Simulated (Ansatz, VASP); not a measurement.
Two plane-wave programs on BaS

The input INCAR:

```
SYSTEM = BaS
ALGO = Normal ; EDIFF = 1E-6
ENCUT = 520 ; ISIF = 2
ISMEAR = 0 ; LASPH = .TRUE.
LCHARG = .FALSE. ; LREAL = .FALSE.
LWAVE = .FALSE. ; NBANDS = 15
NELM = 60 ; PREC = Accurate
SIGMA = 0.01
```

The input KPOINTS:

```
k-points
0
G
  8 8 8
  0 0 0
```

File POSCAR:

```
BaS
1.0
    0.0000000000      3.2119099333      3.2119099333
    3.2119099333      0.0000000000      3.2119099333
    3.2119099333      3.2119099333      0.0000000000
Ba S
1 1
Direct
    0.0000000000      0.0000000000      0.0000000000
    0.5000000000      0.5000000000      0.5000000000
```

Input for Ansatz:

```yaml
crystal:
  lattice:
    - [0.0, 3.2119099333, 3.2119099333]
    - [3.2119099333, 0.0, 3.2119099333]
    - [3.2119099333, 3.2119099333, 0.0]
  atoms:
    - { symbol: Ba, position: [0.0, 0.0, 0.0] }
    - { symbol: S, position: [0.5, 0.5, 0.5] }
kpoints:
  mp_grid: { grid: [8, 8, 8] }
  band_path:
    path:
      - [0.0, 0.0, 0.0]
      - [0.5, 0.0, 0.5]
      - [0.625, 0.25, 0.625]
      - [0.375, 0.375, 0.75]
      - [0.5, 0.5, 0.5]
      - [0.5, 0.25, 0.75]
    npoints: 1
hamiltonian:
  xc: lda
scf:
  occupations: { method: fixed }
  n_extra_bands: 4
output:
  forces: true
  stress: true
  eigenvalues: true
```

Alike in both runs: task single point; functional LDA; k mesh 8 × 8 × 8; no spin polarisation.

```csv
,VASP,Ansatz
version,VASP 6.6.1,Ansatz 0.2.0
potentials or method,"VASP PAW LDA potentials, release 64 (Ba_sv, S)","plane waves, PAW"
plane-wave cutoff (eV),520,420
occupations,"gaussian, width 0.01 eV",fixed
valence electrons in the cell,16,16
```

```csv
,VASP,Ansatz,Ansatz less VASP
gap on the k mesh at the Fermi level (eV),1.93,2.03,+0.101
pressure (GPa),-2.5,-3.1,-0.59
```

LDA's correlation is that of Perdew and Zunger in VASP and of Perdew and Wang (1992) in Ansatz.

Spin-orbit coupling is off throughout.
